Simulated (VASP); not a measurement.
# CuO (Pm-3m) in VASP: further runs

The runs below take CuO through relaxation of cell and atoms, single point, with PBE+U.

Program: VASP 6.6.1. These are calculated values, not measurements. Logs are shortened: lines on timing, memory, paths and dates and some standing lists are left out, and cuts for length are marked.

## (1) The cell of the first run

It takes space group Pm-3m (No. 221, cubic). Conventional cell: a = 2.553 Å, b = 2.553 Å, c = 2.553 Å, α = 90.00°, β = 90.00°, γ = 90.00°. Within 2.9 Å of Cu (site symmetry m-3m) lie 8 O at 2.21 Å and 6 Cu at 2.55 Å. Within 2.9 Å of O (site symmetry m-3m) lie 8 Cu at 2.21 Å and 6 O at 2.55 Å.

## (2) Relaxation of cell and atoms, PBE+U

Input file INCAR:

```
PREC     = Accurate       # precision mode
ENCUT    = 820            # plane-wave cutoff, eV
EDIFF    = 1E-7           # SCF threshold, eV
ISMEAR   = -1             # smearing method
SIGMA    = 0.05           # smearing width, eV
LREAL    = F              # projectors in reciprocal space
LASPH    = T              # aspherical terms in the spheres
NELM     = 200            # most SCF steps
ALGO     = Normal         # electronic algorithm
ISIF     = 3              # what is computed and relaxed
LWAVE    = F              # write WAVECAR
LCHARG   = F              # write CHGCAR
LMAXMIX  = 4              # l up to which the mixer works
LDAU     = T              # DFT+U
LDAUTYPE = 2            
LDAUL    = 2 -1           # shell
LDAUU    = 8 0            # U, eV
LDAUJ    = 0 0          
LDAUPRINT= 1            
GGA      = PE             # functional
IBRION   = 2              # ionic algorithm
NSW      = 60             # ionic steps
EDIFFG   = -0.01          # ionic threshold
GGA_COMPAT= F            
NELMIN   = 4
```

Input file KPOINTS:

```
Automatic mesh
0
Gamma
  10 10 10
```

Input file POSCAR:

```
CuO
1.0
    2.5525506100      0.0000000000      0.0000000000
    0.0000000000      2.5525506100      0.0000000000
    0.0000000000      0.0000000000      2.5525506100
Cu O
1 1
Direct
    0.0000000000      0.0000000000      0.0000000000
    0.5000000000      0.5000000000      0.5000000000
```

Potentials or basis: VASP PAW PBE potentials, release 64 (Cu_sv_GW, O).

On the command line:

```sh
$ cat potpaw_PBE.64/Cu_sv_GW/POTCAR potpaw_PBE.64/O/POTCAR > POTCAR
$ mpirun -np 1 vasp_std > vasp.out
```

OUTCAR:

```text
PREC = Accurate
   ENCUT = 820
   EDIFF = 1E-7
   ISMEAR = -1
   LREAL = F
   LASPH = T
   NELM = 200
   ISIF = 3
   GGA = PE
   IBRION = 2
   NSW = 60
   EDIFFG = -0.01
   NELMIN = 4

 ion  position               nearest neighbor table
   1  0.000  0.000  0.000-   2 2.21   2 2.21   2 2.21   2 2.21   2 2.21   2 2.21   2 2.21   2 2.21

   2  0.500  0.500  0.500-   1 2.21   1 2.21   1 2.21   1 2.21   1 2.21   1 2.21   1 2.21   1 2.21

  LATTYP: Found a simple cubic cell.
 ALAT       =     2.5525506100

  Lattice vectors:

 A1 = (   2.5525506100,   0.0000000000,   0.0000000000)
 A2 = (   0.0000000000,   2.5525506100,   0.0000000000)
 A3 = (   0.0000000000,   0.0000000000,   2.5525506100)

Analysis of symmetry for initial positions (statically):
=====================================================================
 Subroutine PRICEL returns:
 Original cell was already a primitive cell.

 Routine SETGRP: Setting up the symmetry group for a
 simple cubic supercell.

 Subroutine GETGRP returns: Found 48 space group operations
 (whereof 48 operations were pure point group operations)
 out of a pool of 48 trial point group operations.

The static configuration has the point symmetry O_h .

Analysis of symmetry for dynamics (positions and initial velocities):
=====================================================================
 Subroutine PRICEL returns:
 Original cell was already a primitive cell.

 Routine SETGRP: Setting up the symmetry group for a
 simple cubic supercell.

 Subroutine GETGRP returns: Found 48 space group operations
 (whereof 48 operations were pure point group operations)
 out of a pool of 48 trial point group operations.

The dynamic configuration has the point symmetry O_h .

 Subroutine INISYM returns: Found 48 space group operations
 (whereof 48 operations are pure point group operations),
 and found     1 'primitive' translations

----------------------------------------------------------------------------------------

                                     Primitive cell

  volume of cell :      16.6312

  direct lattice vectors                    reciprocal lattice vectors
     2.552550610  0.000000000  0.000000000     0.391765004  0.000000000  0.000000000
     0.000000000  2.552550610  0.000000000     0.000000000  0.391765004  0.000000000
     0.000000000  0.000000000  2.552550610     0.000000000  0.000000000  0.391765004

  length of vectors
     2.552550610  2.552550610  2.552550610     0.391765004  0.391765004  0.391765004

  position of ions in fractional coordinates (direct lattice)
     0.000000000  0.000000000  0.000000000
     0.500000000  0.500000000  0.500000000

  ion indices of the primitive-cell ions
   primitive index   ion index
                 1           1
                 2           2

----------------------------------------------------------------------------------------

 KPOINTS: Automatic mesh

Automatic generation of k-mesh.
 Grid dimensions read from file:
 generate k-points for:   10   10   10

 Generating k-lattice:

  Cartesian coordinates                     Fractional coordinates (reciprocal lattice)
     0.039176500  0.000000000  0.000000000     0.100000000  0.000000000  0.000000000
     0.000000000  0.039176500  0.000000000     0.000000000  0.100000000  0.000000000
     0.000000000  0.000000000  0.039176500     0.000000000  0.000000000  0.100000000

  Length of vectors
     0.039176500  0.039176500  0.039176500

  Shift w.r.t. Gamma in fractional coordinates (k-lattice)
     0.000000000  0.000000000  0.000000000

 Subroutine IBZKPT returns following result:
 ===========================================

 Found     56 irreducible k-points:

 Following reciprocal coordinates:
            Coordinates               Weight
  0.000000  0.000000  0.000000      1.000000
  0.100000  0.000000  0.000000      6.000000
  0.200000  0.000000  0.000000      6.000000
  0.300000  0.000000  0.000000      6.000000
  0.400000  0.000000  0.000000      6.000000
  0.500000  0.000000  0.000000      3.000000
[... 16 lines left out ...]
  0.200000  0.100000  0.100000     24.000000
  0.300000  0.100000  0.100000     24.000000
 [... further k-points ...]
   k-points           NKPTS =     56   k-points in BZ     NKDIM =     56   number of bands    NBANDS=     16
   number of dos      NEDOS =    301   number of ions     NIONS =      2
   total plane-waves  NPLWV =  13824
   dimension x,y,z NGX =    24 NGY =   24 NGZ =   24
   dimension x,y,z NGXF=    48 NGYF=   48 NGZF=   48
   ions per type =               1   1
   NGX,Y,Z   is equivalent  to a cutoff of  15.63, 15.63, 15.63 a.u.
   NGXF,Y,Z  is equivalent  to a cutoff of  31.26, 31.26, 31.26 a.u.
 SYSTEM =  unknown system
   PREC   = accura    normal or accurate (medium, high low for compatibility)
   ISTART =      0    job   : 0-new  1-cont  2-samecut
   ICHARG =      2    charge: 1-file 2-atom 10-const
   ISPIN  =      1    spin polarized calculation?
   LNONCOLLINEAR =      F non collinear calculations
   LSORBIT =      F    spin-orbit coupling
   LASPH  =      T    aspherical Exc in radial PAW
   ENCUT  =  820.0 eV  60.27 Ry    7.76 a.u.   5.96  5.96  5.96*2*pi/ulx,y,z
   NELM   =    200;   NELMIN=  4; NELMDL= -5     # of ELM steps
   EDIFF  = 0.1E-06   stopping-criterion for ELM
   LREAL  =      F    real-space projection
   EDIFFG = -.1E-01   stopping-criterion for IOM
   NSW    =     60    number of steps for IOM
   IBRION =      2    ionic relax: 0-MD 1-quasi-New 2-CG
   NFREE  =      1    steps in history (QN), initial steepest desc. (CG)
   ISIF   =      3    stress and relaxation
   ISYM   =      2    0-nonsym 1-usesym 2-fastsym
   POTIM  = 0.5000    time-step for ionic-motion
   TEBEG  =    0.0;   TEEND  =   0.0 temperature during run
   PSTRESS=    0.0 pullay stress
   NELECT =      25.0000    total number of electrons
   NUPDOWN=      -1.0000    fix difference up-down
   EMIN   =  10.00;   EMAX   =-10.00  energy-range for DOS
   EFERMI =   0.00;   METHOD = LEGACY
   ISMEAR =    -1;   SIGMA  =   0.05  broadening in eV -4-tet -1-fermi 0-gaus
   EFERMI_NEDOS =   21; number of points for ismear=-14 and -15
   IALGO  =     38    algorithm
   IMIX   =      4    mixing-type and parameters
     AMIX     =   0.40;   BMIX     =  1.00
     AMIX_MAG =   1.60;   BMIX_MAG =  1.00
  volume/ion in A,a.u.               =       8.32        56.12
  Fermi-wavevector in a.u.,A,eV,Ry     =   1.875342  3.543882 47.850431  3.516907
  Thomas-Fermi vector in A             =   2.920076
   LORBIT       =      0    0 simple, 1 ext, 2 COOP (PROOUT), +10 PAW based schemes
 LDA+U is selected, type is set to LDAUTYPE =  2
   angular momentum for each species LDAUL =     2   -1
   U (eV)           for each species LDAUU =   8.0  0.0
   J (eV)           for each species LDAUJ =   0.0  0.0
   GGA     = PE    functional components
   LHFCALC =     F    Hartree Fock is set to
   AEXX    =    0.0000 exact exchange contribution
   IVDW    =     0    specifies the selected vdW correction
   LEPSILON=     F    determine dielectric tensor
   LRPA    =     F    only Hartree local field effects (RPA)
 conjugate gradient relaxation of ions
 non-spin polarized calculation
  energy-cutoff  :      820.00
  volume of cell :       16.63
 maximum number of plane-waves:       912
 NGX is ok and might be reduce to    24
   NGX = 11   NGY = 11   NGZ = 11

--------------------------------------- Ionic step        1  -------------------------------------------

 number of electron      24.9999986 magnetization

 Free energy of the ion-electron system (eV)
  ---------------------------------------------------
  ext. energy  EPLUGINS =         0.00000000
  ---------------------------------------------------
  free energy    TOTEN  =        -5.15131564 eV

  energy without entropy =       -5.12160106  energy(sigma->0) =       -5.13645835

------------------------ aborting loop because EDIFF is reached ----------------------------------------

  FORCE on cell =-STRESS in cart. coord.  units (eV):
  Direction    XX          YY          ZZ          XY          YZ          ZX
  --------------------------------------------------------------------------------------
  -------------------------------------------------------------------------------------
  Total        1.7591655      1.7591655      1.7591655     -0.0000000     -0.0000000     -0.0000000
  in kB      169.4705382    169.4705382    169.4705382     -0.0000000     -0.0000000     -0.0000000
  external PRESSURE =     169.4705382 kB  Pullay stress =       0.0000000 kB
[... 53 lines left out ...]
  FREE ENERGIE OF THE ION-ELECTRON SYSTEM (eV)
  ---------------------------------------------------
  free  energy   TOTEN  =        -5.2067292081 eV

  energy  without entropy=       -5.1721066472  energy(sigma->0) =       -5.18941793

atom =   1  type =  1  l = 2

 onsite density matrix

spin component  1

  0.9012 -0.0000  0.0000 -0.0000 -0.0000
 -0.0000  0.9012 -0.0000 -0.0000  0.0000
  0.0000 -0.0000  0.9387 -0.0000  0.0000
 -0.0000 -0.0000 -0.0000  0.9012 -0.0000
 -0.0000  0.0000  0.0000 -0.0000  0.9387

spin component  2

  0.9012 -0.0000  0.0000 -0.0000 -0.0000
 -0.0000  0.9012 -0.0000 -0.0000  0.0000
  0.0000 -0.0000  0.9387 -0.0000  0.0000
 -0.0000 -0.0000 -0.0000  0.9012 -0.0000
 -0.0000  0.0000  0.0000 -0.0000  0.9387

 occupancies and eigenvectors

  o =  0.9012  v =  0.0000  0.0692  0.0000  0.9976  0.0000  0.0000  0.0000  0.0000  0.0000  0.0000      0.0000  0.0000  0.0000  0.0000  0.0000  0.0000  0.0000  0.0000  0.0000  0.0000
  o =  0.9012  v =  0.0000  0.0000  0.0000  0.0000  0.0000  0.0000  0.0692  0.0000  0.9976  0.0000      0.0000  0.0000  0.0000  0.0000  0.0000  0.0000  0.0000  0.0000  0.0000  0.0000
  o =  0.9012  v =  1.0000  0.0000  0.0000  0.0000  0.0000  0.0000  0.0000  0.0000  0.0000  0.0000      0.0000  0.0000  0.0000  0.0000  0.0000  0.0000  0.0000  0.0000  0.0000  0.0000
  o =  0.9012  v =  0.0000  0.0000  0.0000  0.0000  0.0000  1.0000  0.0000  0.0000  0.0000  0.0000      0.0000  0.0000  0.0000  0.0000  0.0000  0.0000  0.0000  0.0000  0.0000  0.0000
  o =  0.9012  v =  0.0000 -0.9976 -0.0000  0.0692  0.0000  0.0000  0.0000  0.0000  0.0000  0.0000      0.0000  0.0000  0.0000  0.0000  0.0000  0.0000  0.0000  0.0000  0.0000  0.0000
  o =  0.9012  v =  0.0000  0.0000  0.0000  0.0000  0.0000  0.0000 -0.9976 -0.0000  0.0692  0.0000      0.0000  0.0000  0.0000  0.0000  0.0000  0.0000  0.0000  0.0000  0.0000  0.0000
  o =  0.9387  v =  0.0000  0.0000  0.0000  0.0000  0.0000  0.0000  0.0000 -0.9273  0.0000  0.3744      0.0000  0.0000  0.0000  0.0000  0.0000  0.0000  0.0000  0.0000  0.0000  0.0000
  o =  0.9387  v =  0.0000  0.0000 -0.9273  0.0000  0.3744  0.0000  0.0000  0.0000  0.0000  0.0000      0.0000  0.0000  0.0000  0.0000  0.0000  0.0000  0.0000  0.0000  0.0000  0.0000
  o =  0.9387  v =  0.0000  0.0000  0.0000  0.0000  0.0000  0.0000  0.0000  0.3744 -0.0000  0.9273      0.0000  0.0000  0.0000  0.0000  0.0000  0.0000  0.0000  0.0000  0.0000  0.0000
  o =  0.9387  v =  0.0000  0.0000  0.3744 -0.0000  0.9273  0.0000  0.0000  0.0000  0.0000  0.0000      0.0000  0.0000  0.0000  0.0000  0.0000  0.0000  0.0000  0.0000  0.0000  0.0000

--------------------------------------- Ionic step        3  -------------------------------------------

 number of electron      25.0000017 magnetization

 Free energy of the ion-electron system (eV)
  ---------------------------------------------------
  ext. energy  EPLUGINS =         0.00000000
  ---------------------------------------------------
  free energy    TOTEN  =        -5.22196852 eV

  energy without entropy =       -5.18895729  energy(sigma->0) =       -5.20546291

 E-fermi :   5.5628     XC(G=0): -13.1545

 val. band max:        5.5571775229   @ k =   0.4000   0.3000   0.1000
 cond. band min:       5.5643109378   @ k =   0.3000   0.1000   0.0000
 fundamental gap:      0.0071334149
 Fermi energy:         5.5628021542

 k-point     1 :       0.0000    0.0000    0.0000
  band No.  band energies     occupation
      1    -103.7198      2.00000
      2     -61.1549      2.00000
      3     -61.1549      2.00000
      4     -61.1549      2.00000
      5     -13.2758      2.00000
      6       1.4974      2.00000
[... 8 lines left out ...]
     15      21.7233      0.00000
     16      21.7233      0.00000
[... 420 lines left out ...]
  band No.  band energies     occupation
      1    -103.7167      2.00000
      2     -61.1834      2.00000
      3     -61.1561      2.00000
      4     -61.1560      2.00000
      5     -12.4049      2.00000
      6      -0.1011      2.00000
[... 8 lines left out ...]
     15      17.7597      0.00000
     16      21.5799      0.00000

 [... further k-points ...]
[... 5 lines left out ...]
  --------------------------------------------------------------------------------------
  -------------------------------------------------------------------------------------
  Total        0.0003327      0.0003327      0.0003327     -0.0000000      0.0000000      0.0000000
  in kB        0.0294882      0.0294882      0.0294882     -0.0000000      0.0000000      0.0000000
  external PRESSURE =       0.0294882 kB  Pullay stress =       0.0000000 kB
[... 17 lines left out ...]
  FREE ENERGIE OF THE ION-ELECTRON SYSTEM (eV)
  ---------------------------------------------------
  free  energy   TOTEN  =        -5.2219685226 eV

  energy  without entropy=       -5.1889572883  energy(sigma->0) =       -5.20546291

 reached required accuracy - stopping structural energy minimisation
```

Run time: 26 s. Hardware: 1 thread of Intel Xeon 6975P-C (Granite Rapids), shared host; peak memory 0.18 GiB.

Results:

| Property | Result |
| --- | --- |
| Free energy | -5.2220 eV |
| Relaxed volume | 9.04 Å³/atom |
| Relaxed cell | a = 2.624 Å, b = 2.624 Å, c = 2.624 Å, α = 90.00°, β = 90.00°, γ = 90.00° |
| Space group after relaxing (to 0.1 Å) | Pm-3m (No. 221) |
| Energy gained by relaxing | 35.3 meV/atom |
| Ionic steps | 3 |
| Pressure after relaxing | 0.0 GPa |
| Band gap on the k mesh | zero (an odd number of electrons rules out a gap without spin polarisation) |

The path:
| step | energy change (eV) | largest force (eV/Å) | pressure (GPa) | volume (Å³) |
| --- | --- | --- | --- | --- |
| 1 | 0.0000 | 0.0000 | 16.95 | 16.63 |
| 2 | -0.0554 | 0.0000 | -5.90 | 18.84 |
| 3 | -0.0707 | 0.0000 | 0.00 | 18.08 |

Final structure:
```
Cu O
1.0
     2.62447    0.00000    0.00000
     0.00000    2.62447    0.00000
     0.00000    0.00000    2.62447
Cu O
1 1
Direct
  0.00000 0.00000 0.00000
  0.50000 0.50000 0.50000
```

Levels at points of the mesh, in eV from the Fermi level:
```
           k point  band 9  band 10  band 11  band 12  band 13  band 14  band 15  band 16
(0.00, 0.00, 0.00)   -2.18    -2.18    -1.39    -1.39    -1.39     1.82    16.16    16.16
(0.50, 0.00, 0.00)   -3.63    -2.12    -1.84     0.47     0.47     7.52     8.80    18.42
(0.50, 0.50, 0.00)   -2.64    -2.61    -2.61    -2.04    -0.49     6.20    12.37    12.37
(0.50, 0.50, 0.50)   -2.01    -2.01     0.16     0.16     0.16     8.20     8.20     8.20
```

Eigenvalues of the final occupation matrices:
```csv
site,spin,trace,eigenvalues
site 1 d,1,4.58,0.90 0.90 0.90 0.94 0.94
site 1 d,2,4.58,0.90 0.90 0.90 0.94 0.94
```

Caveat: an odd number of electrons without spin polarisation forces a metal; a magnetic or distorted state may lie lower; U without spin polarisation on a metal has little footing.

## (3) Single point, PBE+U

This run uses another cell than the first one, of 9.26 Å³/atom.

Input file INCAR:

```
  ALGO = Normal
  EDIFF = 1E-6
  ENCUT = 820
  GGA = PE
  GGA_COMPAT = False
  ISIF = 2
  ISMEAR = -1
  LASPH = True
  LCHARG = True
  LDAU = True
  LDAUJ = 0 0
  LDAUL = 2 -1
  LDAUPRINT = 1
  LDAUTYPE = 2
  LDAUU = 3 0
  LELF = True
  LMAXMIX = 4
  LREAL = False
  LVHAR = True
  LWAVE = False
  NBANDS = 20
  NELM = 200
  PREC = Accurate
  SIGMA = 0.05
```

Input file KPOINTS:

```
k-points
0
Gamma
  10 10 10
```

Input file POSCAR:

```
CuO
1.0
    2.6461129573      0.0000000000      0.0000000000
    0.0000000000      2.6461129573      0.0000000000
    0.0000000000      0.0000000000      2.6461129573
Cu O
1 1
Direct
    0.0000000000      0.0000000000      0.0000000000
    0.5000000000      0.5000000000      0.5000000000
```

Potentials or basis: VASP PAW PBE potentials, release 64 (Cu_sv_GW, O).

On the command line:

```sh
$ cat potpaw_PBE.64/Cu_sv_GW/POTCAR potpaw_PBE.64/O/POTCAR > POTCAR
$ mpirun -np 1 vasp_std > vasp.out
```

Wall time 50 s (1 thread of Intel Xeon Platinum 8259CL at 2.50GHz (Skylake/Cascade Lake), shared host); peak memory 0.2 GiB.

It converged, with:

| Quantity | Value |
| --- | --- |
| Free energy | -7.2982 eV |
| Pressure | -3.3 GPa |
| Band gap on the k mesh | zero (an odd number of electrons rules out a gap without spin polarisation) |

Levels at points of the mesh, in eV from the Fermi level:
```tsv
k point	band 10	band 11	band 12	band 13	band 14	band 15	band 16	band 17
(0.00, 0.00, 0.00)	-1.73	-1.60	-1.60	-1.60	1.02	15.79	15.79	19.84
(0.50, 0.00, 0.00)	-1.67	-1.37	0.42	0.42	6.72	8.04	17.84	17.95
(0.50, 0.50, 0.00)	-2.15	-2.15	-1.45	-0.70	5.47	11.56	11.56	17.17
(0.50, 0.50, 0.50)	-1.42	0.25	0.25	0.25	7.42	7.42	7.42	13.28
```

Eigenvalues of the final occupation matrices:
```csv
site,spin,trace,eigenvalues
site 1 d,1,4.51,0.88 0.88 0.88 0.93 0.93
site 1 d,2,4.51,0.88 0.88 0.88 0.93 0.93
```

Caveat: the cell stands under tension; an odd number of electrons without spin polarisation forces a metal; a magnetic or distorted state may lie lower; U without spin polarisation on a metal has little footing.
